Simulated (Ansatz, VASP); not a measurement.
**One calculation of ZnC, two programs**

File INCAR:

```
SYSTEM = ZnC
  PREC = Accurate
  ENCUT = 600
  EDIFF = 1E-6
  ISMEAR = 0
  SIGMA = 0.1
  LREAL = .FALSE.
  LASPH = .TRUE.
  NELM = 80
  ALGO = Normal
  ISIF = 3
  LWAVE = .FALSE.
  LCHARG = .FALSE.
  GGA = PE
  IBRION = 2
  NSW = 90
  EDIFFG = -0.04
```

File KPOINTS:

```
regular mesh
0
G
  4 4 4
  0 0 0
```

File POSCAR:

```
ZnC
1.0
    4.3064646138      0.0000000000      0.0000000000
    0.0000000000      4.3064646138      0.0000000000
    0.0000000000      0.0000000000      4.3064646138
Zn C
4 4
Direct
    0.1340000000      0.1340000000      0.1340000000
    0.3660000000      0.8660000000      0.6340000000
    0.6340000000      0.3660000000      0.8660000000
    0.8660000000      0.6340000000      0.3660000000
    0.8445000000      0.8445000000      0.8445000000
    0.6555000000      0.1555000000      0.3445000000
    0.3445000000      0.6555000000      0.1555000000
    0.1555000000      0.3445000000      0.6555000000
```

Input for Ansatz:

```yaml
crystal:
  lattice:
    - [4.3064646138, 0.0, 0.0]
    - [0.0, 4.3064646138, 0.0]
    - [0.0, 0.0, 4.3064646138]
  atoms:
    - { symbol: Zn, position: [0.134, 0.134, 0.134] }
    - { symbol: Zn, position: [0.366, 0.866, 0.634] }
    - { symbol: Zn, position: [0.634, 0.366, 0.866] }
    - { symbol: Zn, position: [0.866, 0.634, 0.366] }
    - { symbol: C, position: [0.8445, 0.8445, 0.8445] }
    - { symbol: C, position: [0.6555, 0.1555, 0.3445] }
    - { symbol: C, position: [0.3445, 0.6555, 0.1555] }
    - { symbol: C, position: [0.1555, 0.3445, 0.6555] }
basis:
  ecutwfc: 420
kpoints:
  mp_grid: { grid: [4, 4, 4] }
hamiltonian:
  xc: pbe
scf:
  occupations: { method: gaussian, width: 0.1 }
  lower_state_search: "off"
output:
  forces: true
  stress: true
  eigenvalues: true
relax:
  adjacent_minimum: "off"
  f_tol: 0.04
  max_steps: 70
  cell: { stress_tol: 0.4 }
```

Alike in both runs: task relaxation of cell and atoms; functional PBE; k mesh 4 × 4 × 4; occupations gaussian, width 0.1 eV; no spin polarisation.

```csv
,VASP,Ansatz
version,VASP 6.6.1,Ansatz 0.2.0
potentials or method,"VASP PAW PBE potentials, release 64 (Zn, C), cutoff 600 eV","scalar-relativistic, plane waves, PAW"
valence electrons in the cell,64,64
```

```tsv
	VASP	Ansatz	Ansatz less VASP
gap on the k mesh at the Fermi level, each at its own relaxed structure (eV)	none	none	-
relaxed volume (Å³/atom)	10.71	10.62	-0.088
relaxed cell length with the largest relative difference (Å)	4.409	4.397	-0.0121
```

A gap of «none» marks a metal or a gap that the smearing closes.

The k mesh is coarse, so the values compare programs but aren't converged.
